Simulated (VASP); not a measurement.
A run of VASP 6.6.1:

INCAR

```
SYSTEM = As
ALGO = Normal
EDIFF = 1E-7
EDIFFG = -0.04
ENCUT = 600
GGA = PE
IBRION = 2
ISIF = 3
ISMEAR = 0
LASPH = .True.
LCHARG = .False.
LREAL = .False.
LWAVE = .False.
NELM = 80
NSW = 90
PREC = Accurate
SIGMA = 0.1
```

Contents of KPOINTS:

```
k-points
0
Gamma
  4 4 4
  0 0 0
```

Contents of POSCAR:

```
As
1.0
    2.7182432300     -2.8225497200      0.0000000000
    2.7182432300      2.8225497200      0.0000000000
   -0.9856851900      0.0000000000      6.1663290000
As
6
Direct
    0.1584272600      0.4526645600      0.3780588900
    0.5473354400      0.8415727400      0.1219411100
    0.8415727400      0.5473354400      0.6219411100
    0.4526645600      0.1584272600      0.8780588900
    0.0000000000      0.5000000000      0.0000000000
    0.5000000000      0.0000000000      0.5000000000
```

Potentials or basis: VASP PAW PBE potentials, release 64 (As).

The run is started by

```console
$ cat potpaw_PBE.64/As/POTCAR > POTCAR
$ mpirun -np 1 vasp_std > vasp.out
```

Hardware: 1 thread of AMD EPYC 9R45 96-Core Processor (Zen 5) (shared host).

Problem. How long does it take, and how much memory?

Solution. Run time: 6.9 min on 1 thread of AMD EPYC 9R45 96-Core Processor (Zen 5) (shared host), peak memory 0.21 GiB. Counts: scf iterations 173, k points 24, ion steps 20.
